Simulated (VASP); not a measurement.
# LiBe (Pm-3m) in VASP: a series of runs

The runs below take LiBe through single point, with PBE.

Everything below comes from runs of VASP 6.6.1. Logs are shortened: lines on timing, memory, paths and dates and some standing lists are left out, and cuts for length are marked.

## Step 1: The cell of the first run

Symmetry: Pm-3m, No. 221, cubic system. Conventional cell: a = 2.811 Å, b = 2.811 Å, c = 2.811 Å, α = 90.00°, β = 90.00°, γ = 90.00°. Be (site symmetry m-3m) has 8 Li at 2.43 Å and 6 Be at 2.81 Å within 3.2 Å. Within 3.2 Å of Li (site symmetry m-3m) lie 8 Be at 2.43 Å and 6 Li at 2.81 Å.

## Step 2: Single point, PBE

Contents of INCAR:

```
SYSTEM = LiBe
PREC     = Accurate       ! precision mode
ENCUT    = 750            ! plane-wave cutoff, eV
EDIFF    = 1E-6           ! SCF threshold, eV
ISMEAR   = 0              ! smearing method
SIGMA    = 0.025          ! smearing width, eV
LREAL    = .False.        ! projectors in reciprocal space
LASPH    = .True.         ! aspherical terms in the spheres
NELM     = 120            ! most SCF steps
ALGO     = Normal         ! electronic algorithm
ISIF     = 2              ! what is computed and relaxed
LWAVE    = .False.        ! write WAVECAR
LCHARG   = .True.         ! write CHGCAR
GGA      = PE             ! functional
LELF     = .True.         ! ELF
LVHAR    = .True.       
NBANDS   = 10             ! bands
GGA_COMPAT= .False.
```

Contents of KPOINTS:

```
regular mesh
0
Gamma
  8 8 8
  0 0 0
```

Contents of POSCAR:

```
LiBe
1.0
    2.8111530000      0.0000000000      0.0000000000
    0.0000000000      2.8111530000      0.0000000000
    0.0000000000      0.0000000000      2.8111530000
Be Li
1 1
Direct
    0.5000000000      0.5000000000      0.5000000000
    0.0000000000      0.0000000000      0.0000000000
```

Potentials or basis: VASP PAW PBE potentials, release 64 (Be, Li_sv).

Run with:

```bash
cat potpaw_PBE.64/Be/POTCAR potpaw_PBE.64/Li_sv/POTCAR > POTCAR
mpirun -np 1 vasp_std > vasp.out
```

OUTCAR:

```text
SYSTEM = LiBe
   PREC = Accurate
   ENCUT = 750
   EDIFF = 1E-6
   ISMEAR = 0
   LREAL = .False.
   LASPH = .True.
   NELM = 120
   ISIF = 2
   GGA = PE

 ion  position               nearest neighbor table
   1  0.500  0.500  0.500-   2 2.43   2 2.43   2 2.43   2 2.43   2 2.43   2 2.43   2 2.43   2 2.43

   2  0.000  0.000  0.000-   1 2.43   1 2.43   1 2.43   1 2.43   1 2.43   1 2.43   1 2.43   1 2.43

  LATTYP: Found a simple cubic cell.
 ALAT       =     2.8111530000

  Lattice vectors:

 A1 = (   2.8111530000,   0.0000000000,   0.0000000000)
 A2 = (   0.0000000000,   2.8111530000,   0.0000000000)
 A3 = (   0.0000000000,   0.0000000000,   2.8111530000)

Analysis of symmetry for initial positions (statically):
=====================================================================
 Subroutine PRICEL returns:
 Original cell was already a primitive cell.

 Routine SETGRP: Setting up the symmetry group for a
 simple cubic supercell.

 Subroutine GETGRP returns: Found 48 space group operations
 (whereof 48 operations were pure point group operations)
 out of a pool of 48 trial point group operations.

The static configuration has the point symmetry O_h .

Analysis of symmetry for dynamics (positions and initial velocities):
=====================================================================
 Subroutine PRICEL returns:
 Original cell was already a primitive cell.

 Routine SETGRP: Setting up the symmetry group for a
 simple cubic supercell.

 Subroutine GETGRP returns: Found 48 space group operations
 (whereof 48 operations were pure point group operations)
 out of a pool of 48 trial point group operations.

The dynamic configuration has the point symmetry O_h .

 Subroutine INISYM returns: Found 48 space group operations
 (whereof 48 operations are pure point group operations),
 and found     1 'primitive' translations

----------------------------------------------------------------------------------------

                                     Primitive cell

  volume of cell :      22.2154

  direct lattice vectors                    reciprocal lattice vectors
     2.811153000  0.000000000  0.000000000     0.355725925  0.000000000  0.000000000
     0.000000000  2.811153000  0.000000000     0.000000000  0.355725925  0.000000000
     0.000000000  0.000000000  2.811153000     0.000000000  0.000000000  0.355725925

  length of vectors
     2.811153000  2.811153000  2.811153000     0.355725925  0.355725925  0.355725925

  position of ions in fractional coordinates (direct lattice)
     0.500000000  0.500000000  0.500000000
     0.000000000  0.000000000  0.000000000

  ion indices of the primitive-cell ions
   primitive index   ion index
                 1           1
                 2           2

----------------------------------------------------------------------------------------

 KPOINTS: regular mesh

Automatic generation of k-mesh.
 Grid dimensions read from file:
 generate k-points for:    8    8    8

 Generating k-lattice:

  Cartesian coordinates                     Fractional coordinates (reciprocal lattice)
     0.044465741  0.000000000  0.000000000     0.125000000  0.000000000  0.000000000
     0.000000000  0.044465741  0.000000000     0.000000000  0.125000000  0.000000000
     0.000000000  0.000000000  0.044465741     0.000000000  0.000000000  0.125000000

  Length of vectors
     0.044465741  0.044465741  0.044465741

  Shift w.r.t. Gamma in fractional coordinates (k-lattice)
     0.000000000  0.000000000  0.000000000

 Subroutine IBZKPT returns following result:
 ===========================================

 Found     35 irreducible k-points:

 Following reciprocal coordinates:
            Coordinates               Weight
  0.000000  0.000000  0.000000      1.000000
  0.125000  0.000000  0.000000      6.000000
  0.250000  0.000000  0.000000      6.000000
  0.375000  0.000000  0.000000      6.000000
  0.500000  0.000000  0.000000      3.000000
  0.125000  0.125000  0.000000     12.000000
[... 16 lines left out ...]
  0.375000  0.375000  0.125000     24.000000
  0.500000  0.375000  0.125000     24.000000
 [... further k-points ...]
   k-points           NKPTS =     35   k-points in BZ     NKDIM =     35   number of bands    NBANDS=     10
   number of dos      NEDOS =    301   number of ions     NIONS =      2
   total plane-waves  NPLWV =  21952
   dimension x,y,z NGX =    28 NGY =   28 NGZ =   28
   dimension x,y,z NGXF=    56 NGYF=   56 NGZF=   56
   ions per type =               1   1
   NGX,Y,Z   is equivalent  to a cutoff of  16.56, 16.56, 16.56 a.u.
   NGXF,Y,Z  is equivalent  to a cutoff of  33.12, 33.12, 33.12 a.u.
 SYSTEM =  LiBe
   PREC   = accura    normal or accurate (medium, high low for compatibility)
   ISTART =      0    job   : 0-new  1-cont  2-samecut
   ICHARG =      2    charge: 1-file 2-atom 10-const
   ISPIN  =      1    spin polarized calculation?
   LNONCOLLINEAR =      F non collinear calculations
   LSORBIT =      F    spin-orbit coupling
   LASPH  =      T    aspherical Exc in radial PAW
   ENCUT  =  750.0 eV  55.12 Ry    7.42 a.u.   6.28  6.28  6.28*2*pi/ulx,y,z
   NELM   =    120;   NELMIN=  2; NELMDL= -5     # of ELM steps
   EDIFF  = 0.1E-05   stopping-criterion for ELM
   LREAL  =      F    real-space projection
   EDIFFG = 0.1E-04   stopping-criterion for IOM
   NSW    =      0    number of steps for IOM
   IBRION =     -1    ionic relax: 0-MD 1-quasi-New 2-CG
   NFREE  =      0    steps in history (QN), initial steepest desc. (CG)
   ISIF   =      2    stress and relaxation
   ISYM   =      2    0-nonsym 1-usesym 2-fastsym
   POTIM  = 0.5000    time-step for ionic-motion
   TEBEG  =    0.0;   TEEND  =   0.0 temperature during run
   PSTRESS=    0.0 pullay stress
   NELECT =       5.0000    total number of electrons
   NUPDOWN=      -1.0000    fix difference up-down
   EMIN   =  10.00;   EMAX   =-10.00  energy-range for DOS
   EFERMI =   0.00;   METHOD = LEGACY
   ISMEAR =     0;   SIGMA  =   0.03  broadening in eV -4-tet -1-fermi 0-gaus
   EFERMI_NEDOS =   21; number of points for ismear=-14 and -15
   IALGO  =     38    algorithm
   IMIX   =      4    mixing-type and parameters
     AMIX     =   0.40;   BMIX     =  1.00
     AMIX_MAG =   1.60;   BMIX_MAG =  1.00
  volume/ion in A,a.u.               =      11.11        74.96
  Fermi-wavevector in a.u.,A,eV,Ry     =   0.995819  1.881825 13.492288  0.991655
  Thomas-Fermi vector in A             =   2.127865
   LORBIT       =      0    0 simple, 1 ext, 2 COOP (PROOUT), +10 PAW based schemes
   GGA     = PE    functional components
   LHFCALC =     F    Hartree Fock is set to
   AEXX    =    0.0000 exact exchange contribution
   IVDW    =     0    specifies the selected vdW correction
   LEPSILON=     F    determine dielectric tensor
   LRPA    =     F    only Hartree local field effects (RPA)
 non-spin polarized calculation
 Gauss-broadening in eV      SIGMA  =   0.03
  energy-cutoff  :      750.00
  volume of cell :       22.22
 maximum number of plane-waves:      1064
 NGX is ok and might be reduce to    28
   NGX = 13   NGY = 13   NGZ = 13

 number of electron       5.0000002 magnetization

 Free energy of the ion-electron system (eV)
  ---------------------------------------------------
  ext. energy  EPLUGINS =         0.00000000
  ---------------------------------------------------
  free energy    TOTEN  =        -4.93121394 eV

  energy without entropy =       -4.92941970  energy(sigma->0) =       -4.93031682

 E-fermi :   2.6791     XC(G=0):  -9.1545

 val. band max:        2.6747722842   @ k =   0.3750   0.2500   0.1250
 cond. band min:       2.9265904331   @ k =   0.5000   0.5000   0.2500
 fundamental gap:      0.2518181489
 Fermi energy:         2.6791465634

 k-point     1 :       0.0000    0.0000    0.0000
  band No.  band energies     occupation
      1     -41.7358      2.00000
      2      -3.6100      2.00000
      3       9.0824      0.00000
      4       9.0824      0.00000
      5       9.0824      0.00000
      6      13.6195      0.00000
      7      13.6195      0.00000
      8      21.5824      0.00000
      9      22.6407      0.00000
     10      22.6407      0.00000

 k-point     2 :       0.1250    0.0000    0.0000
  band No.  band energies     occupation
      1     -41.7330      2.00000
      2      -3.4091      2.00000
      3       7.1417      0.00000
      4       9.3363      0.00000
      5       9.3363      0.00000
      6      13.9134      0.00000
      7      15.9066      0.00000
      8      21.6082      0.00000
      9      21.6404      0.00000
     10      21.6416      0.00000

 k-point     3 :       0.2500    0.0000    0.0000
  band No.  band energies     occupation
      1     -41.7261      2.00000
      2      -2.8069      2.00000
      3       4.3719      0.00000
      4      10.0714      0.00000
      5      10.0714      0.00000
      6      14.7918      0.00000
      7      18.7032      0.00000
      8      19.3436      0.00000
      9      19.3436      0.00000
     10      21.7051      0.00000

 k-point     4 :       0.3750    0.0000    0.0000
  band No.  band energies     occupation
      1     -41.7193      2.00000
      2      -1.8241      2.00000
      3       1.9989      2.00000
      4      11.1447      0.00000
      5      11.1447      0.00000
      6      16.2326      0.00000
      7      17.0108      0.00000
      8      17.0108      0.00000
      9      19.1842      0.00000
     10      21.1799      0.00000
[... 222 lines left out ...]
 k-point    22 :       0.5000    0.2500    0.1250
  band No.  band energies     occupation
      1     -41.7047      2.00000
      2       0.2137      2.00000
      3       1.3311      2.00000
      4       7.8228      0.00000
      5      11.1052      0.00000
      6      11.5360      0.00000
      7      15.5613      0.00000
      8      18.2721      0.00000
      9      20.0964      0.00000
     10      23.2545      0.00000

 k-point    23 :       0.3750    0.3750    0.1250
  band No.  band energies     occupation
      1     -41.7010      2.00000
      2       0.2241      2.00000
      3       2.6665      1.52579
      4       5.7564      0.00000
      5      10.2932      0.00000
      6      11.8945      0.00000
      7      16.5445      0.00000
      8      16.8504      0.00000
      9      19.5193      0.00000
     10      24.4016      0.00000

 k-point    24 :       0.5000    0.3750    0.1250
  band No.  band energies     occupation
      1     -41.6983      2.00000
      2       1.2626      2.00000
      3       1.8429      2.00000
      4       5.5923      0.00000
      5       9.4468      0.00000
      6      12.3622      0.00000
      7      15.8885      0.00000
      8      16.8423      0.00000
      9      19.3656      0.00000
     10      24.7043      0.00000

 [... further k-points ...]
[... 5 lines left out ...]
  --------------------------------------------------------------------------------------
  -------------------------------------------------------------------------------------
  Total        0.0298862      0.0298862      0.0298862      0.0000000      0.0000000     -0.0000000
  in kB        2.1554000      2.1554000      2.1554000      0.0000000      0.0000000     -0.0000000
  external PRESSURE =       2.1554000 kB  Pullay stress =       0.0000000 kB

 VOLUME and BASIS-vectors are now :
 -----------------------------------------------------------------------------
  energy-cutoff  :      750.00
  volume of cell :       22.22
      direct lattice vectors                 reciprocal lattice vectors
     2.811153000  0.000000000  0.000000000     0.355725925  0.000000000  0.000000000
     0.000000000  2.811153000  0.000000000     0.000000000  0.355725925  0.000000000
     0.000000000  0.000000000  2.811153000     0.000000000  0.000000000  0.355725925

 POSITION                                       TOTAL-FORCE (eV/Angst)
 -----------------------------------------------------------------------------------
      1.40558      1.40558      1.40558         0.000000      0.000000      0.000000
      0.00000      0.00000      0.00000         0.000000      0.000000      0.000000
 -----------------------------------------------------------------------------------
    total drift:                               -0.000000     -0.000000     -0.000000

  FREE ENERGIE OF THE ION-ELECTRON SYSTEM (eV)
  ---------------------------------------------------
  free  energy   TOTEN  =        -4.9312139401 eV

  energy  without entropy=       -4.9294196979  energy(sigma->0) =       -4.93031682
```

It took 4.8 s on 1 thread of Intel Xeon 6975P-C (Granite Rapids), shared host; peak memory 0.15 GiB.

Results:

| Item | Value |
| --- | --- |
| Free energy | -4.9312 eV |
| Pressure | 0.2 GPa |
| Band gap on the k mesh | zero (an odd number of electrons rules out a gap without spin polarisation) |

Levels at points of the mesh, in eV from the Fermi level:
| k point | band 1 | band 2 | band 3 | band 4 | band 5 | band 6 | band 7 | band 8 |
| --- | --- | --- | --- | --- | --- | --- | --- | --- |
| (0.00, 0.00, 0.00) | -44.41 | -6.29 | 6.40 | 6.40 | 6.40 | 10.94 | 10.94 | 18.90 |
| (0.50, 0.00, 0.00) | -44.40 | -3.60 | -2.06 | 9.18 | 9.18 | 13.16 | 13.16 | 15.05 |
| (0.50, 0.50, 0.00) | -44.38 | -0.86 | -0.86 | 1.54 | 6.28 | 10.93 | 16.17 | 16.17 |
| (0.50, 0.50, 0.50) | -44.36 | 2.62 | 2.62 | 2.62 | 5.23 | 5.23 | 5.23 | 7.05 |

(Continued in part 2 of 2.)
